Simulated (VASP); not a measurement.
A run of VASP 6.6.1 is set up as follows.

POSCAR

```
HfN
1.0
    3.0854334487      0.0000000000      0.0000000000
   -1.5427167244      2.6720637483      0.0000000000
    0.0000000000      0.0000000000      2.8908649372
Hf N
1 1
Direct
    0.0000000000      0.0000000000      0.0000000000
    0.6666666667      0.3333333333      0.5000000000
```

INCAR.step1

```
PREC     = Accurate       # precision mode
ENCUT    = 520            # plane-wave cutoff, eV
ISMEAR   = 0              # smearing method
SIGMA    = 0.05           # smearing width, eV
LREAL    = False          # projectors in reciprocal space
LASPH    = True           # aspherical terms in the spheres
NELM     = 100            # most SCF steps
NBANDS   = 14             # bands
GGA      = PE             # functional
ALGO     = Normal         # electronic algorithm
EDIFF    = 1E-4           # SCF threshold, eV
LWAVE    = True           # write WAVECAR
LCHARG   = False          # write CHGCAR
```

File INCAR.step2:

```
PREC     = Accurate       # precision mode
ENCUT    = 520            # plane-wave cutoff, eV
EDIFF    = 1E-7           # SCF threshold, eV
ISMEAR   = 0              # smearing method
SIGMA    = 0.05           # smearing width, eV
LREAL    = False          # projectors in reciprocal space
LASPH    = True           # aspherical terms in the spheres
NELM     = 100            # most SCF steps
ALGO     = Normal         # electronic algorithm
ISIF     = 2              # what is computed and relaxed
LWAVE    = False          # write WAVECAR
LCHARG   = True           # write CHGCAR
METAGGA  = R2SCAN         # meta-GGA
LMIXTAU  = True         
LELF     = True           # ELF
LVHAR    = True         
NBANDS   = 14             # bands
ISTART   = 1
```

KPOINTS

```
Automatic mesh
0
Gamma
  12 12 12
```

Potentials or basis: VASP PAW PBE potentials, release 64 (Hf_pv, N).

The run is started by

```sh
$ cat potpaw_PBE.64/Hf_pv/POTCAR potpaw_PBE.64/N/POTCAR > POTCAR
$ cp INCAR.step1 INCAR
$ mpirun -np 1 vasp_std > vasp.out
$ cp INCAR.step2 INCAR
$ mpirun -np 1 vasp_std > vasp.out
```

(1) Predict the band gap on the k mesh.

(2) Predict the pressure.

## Answers

(1) zero (an odd number of electrons rules out a gap without spin polarisation).

(2) -2.2 GPa.

Caveat: the PAW data sets were made with another functional, which shifts forces and pressure a little; spin-orbit coupling is left out, which moves the levels of the heavy elements.
